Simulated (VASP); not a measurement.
Wanted: the native input for a VASP 6.6.1 run.

| Item | Value |
| --- | --- |
| Task | single point |
| Functional | LDA |
| Potentials or basis | VASP PAW LDA potentials, release 64 (Ir) |
| Cutoff | 500 eV |
| k mesh | 16 × 16 × 16 |
| Occupations | fermi-dirac, width 0.15 eV |
| Spin | no spin polarisation |
| Dipole correction | no |
| Further INCAR settings | ALGO = Normal; EDIFF = 1e-06; NBANDS = 10 |

The structure of Ir lies in POSCAR:

```
Ir
1.0
   -1.5313032434      1.5313032434      1.5313032434
    1.5313032434     -1.5313032434      1.5313032434
    1.5313032434      1.5313032434     -1.5313032434
Ir
1
Direct
    0.0000000000      0.0000000000      0.0000000000
```

These files were run (other wordings do the same):

INCAR

```
SYSTEM = Ir
  ALGO = Normal
  EDIFF = 1E-6
  ENCUT = 500
  GGA = CA
  GGA_COMPAT = .FALSE.
  ISIF = 2
  ISMEAR = -1
  LASPH = .TRUE.
  LCHARG = .TRUE.
  LELF = .TRUE.
  LREAL = .FALSE.
  LVHAR = .TRUE.
  LWAVE = .FALSE.
  NBANDS = 10
  NELM = 120
  PREC = Accurate
  SIGMA = 0.15
```

KPOINTS

```
k-points
0
G
  16 16 16
  0 0 0
```

Potentials or basis: VASP PAW LDA potentials, release 64 (Ir).

Run with:

```console
$ cat potpaw_LDA.64/Ir/POTCAR > POTCAR
$ mpirun -np 1 vasp_std > vasp.out
```

Results of the run:

```yaml
Pressure: 2.2 GPa
```

Wall time 16 s on 1 thread of AMD EPYC 9R45 (Zen 5), on a shared host, peak memory 0.1 GiB.
